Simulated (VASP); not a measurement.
Write the native input for VASP 6.6.1 that does the following.

| Quantity | Value |
| --- | --- |
| Task | single point |
| Functional | PBEsol |
| Potentials or basis | VASP PAW PBE potentials, release 64 (Pt) |
| Cutoff | 520 eV |
| k mesh | 22 × 22 × 22 |
| Occupations | gaussian, width 0.15 eV |
| Spin | collinear spin |
| Starting moments | [0.2] μB |
| Fixed moment | 0.2 μB |
| Dipole correction | no |
| Further INCAR settings | ALGO = Normal; EDIFF = 1e-06; NBANDS = 15 |

The structure of Pt lies in POSCAR:

```
Pt
1.0
    0.0000000000      1.8665426505      1.8665426505
    1.8665426505      0.0000000000      1.8665426505
    1.8665426505      1.8665426505      0.0000000000
Pt
1
Direct
    0.0000000000      0.0000000000      0.0000000000
```

One way to write it, as run:

INCAR

```
SYSTEM = Pt
PREC = Accurate
ENCUT = 520
EDIFF = 1E-6
ISMEAR = 0
SIGMA = 0.15
LREAL = .False.
LASPH = .True.
NELM = 150
ALGO = Normal
ISIF = 2
LWAVE = .False.
LCHARG = .False.
ISPIN = 2
MAGMOM = 0.2
LORBIT = 11
NUPDOWN = 0.2
LMAXMIX = 4
GGA = PS
NBANDS = 15
```

KPOINTS

```
Automatic mesh
0
Gamma
  22 22 22
  0 0 0
```

Potentials or basis: VASP PAW PBE potentials, release 64 (Pt).

Run with:

```console
$ cat potpaw_PBE.64/Pt/POTCAR > POTCAR
$ mpirun -np 1 vasp_std > vasp.out
```

It gave:

```
Pressure                                              : 61.5 GPa
Net moment                                            : 0.20 μB per cell
Site moments                                          : Pt +0.20 μB
Valence electrons inside the program's atomic spheres : Pt 9.76
```

Caveat: the cell stands under pressure; the PAW data sets were made with another functional, which shifts forces and pressure a little; the total moment is fixed, so each spin has its own Fermi level.

Wall time 59 s on 1 thread of AMD EPYC 9R45 96-Core Processor (Zen 5), on a shared host, peak memory 0.18 GiB.
